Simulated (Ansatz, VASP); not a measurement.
One calculation of Ca3Au2, two programs

```
Ca Au
1.0
     2.03825    1.17678   10.92655
    -2.03825    1.17678   10.92655
     0.00000   -2.35357   10.92655
Ca Au
3 2
Direct
  0.00000 0.00000 0.00000
  0.11595 0.11595 0.11595
  0.88405 0.88405 0.88405
  0.60621 0.60621 0.60621
  0.39379 0.39379 0.39379
```

Alike in both runs: functional PBE; k mesh 6 × 6 × 6; occupations gaussian, width 0.1 eV; no spin polarisation.

Ansatz relaxed the structure, and its values are those at the end. VASP's run is a single point on that final structure, the one shown.

|  | VASP | Ansatz |
| --- | --- | --- |
| version | VASP 6.6.1 | Ansatz 0.2.0 |
| potentials or method | VASP PAW PBE potentials, release 64 (Ca_sv, Au), cutoff 520 eV | scalar-relativistic, plane waves, PAW |
| valence electrons in the cell | 52 | 68 |

Ansatz gave:

```
gap on the k mesh at the Fermi level (eV) : none
pressure (GPa)                            : -0.1
rms of the force components (eV/Å)        : 0.007
```

Question: What did VASP give for the same quantities?

Answer: gap on the k mesh at the Fermi level (eV): none; pressure (GPa): -0.1; rms of the force components (eV/Å): 0.009.

A gap of «none» marks a metal or a gap that the smearing closes. The functional is the same, so the differences come from potentials, cutoffs and numerics. VASP's potentials hold 52 valence electrons a cell and Ansatz's 68, so a difference there can come from the potentials and not from the codes.

Spin-orbit coupling is off throughout.
